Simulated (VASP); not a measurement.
Crystal: PbF2.

```xyz
3
Lattice="0.0000 2.9458 2.9458 2.9458 0.0000 2.9458 2.9458 2.9458 0.0000" Properties=species:S:1:pos:R:3 pbc="T T T"
Pb    0.0000    0.0000    0.0000
F     1.4729    1.4729    1.4729
F     4.4187    4.4187    4.4187
```

Base run:

```yaml
Program: VASP 6.6.1
Functional: PBE
Potentials_or_basis: VASP PAW PBE potentials, release 64 (Pb_d, F)
Cutoff: 520 eV
k_mesh: 6 × 6 × 6
Occupations: gaussian, width 0.01 eV
Spin: no spin polarisation
```

Its results: band gap on the k mesh 4.44 eV (least direct gap 4.56 eV); pressure 4.0 GPa.

**Question.** After a change of settings the same cell gave: band gap on the k mesh 5.71 eV (least direct gap 5.84 eV); pressure 2.3 GPa. Which change was it?
A. k mesh from 6 × 6 × 6 to 3 × 3 × 3; further incar settings from ALGO = Normal; EDIFF = 1e-06; NBANDS = 21 to ALGO = Normal; EDIFF = 1e-07; NBANDS = 21
B. occupations from gaussian, width 0.01 eV to tetrahedron
C. occupations from gaussian, width 0.01 eV to fermi-dirac, width 0.5 eV
D. functional from PBE to HSE06; k mesh from 6 × 6 × 6 to 4 × 4 × 4

**Answer.** D.

Caveats: some runs use coarse meshes; spin-orbit coupling is left out, which moves the levels of the heavy elements; the cell stands under pressure (at least some runs); the PAW data sets were made with another functional, which shifts forces and pressure a little (at least some runs).
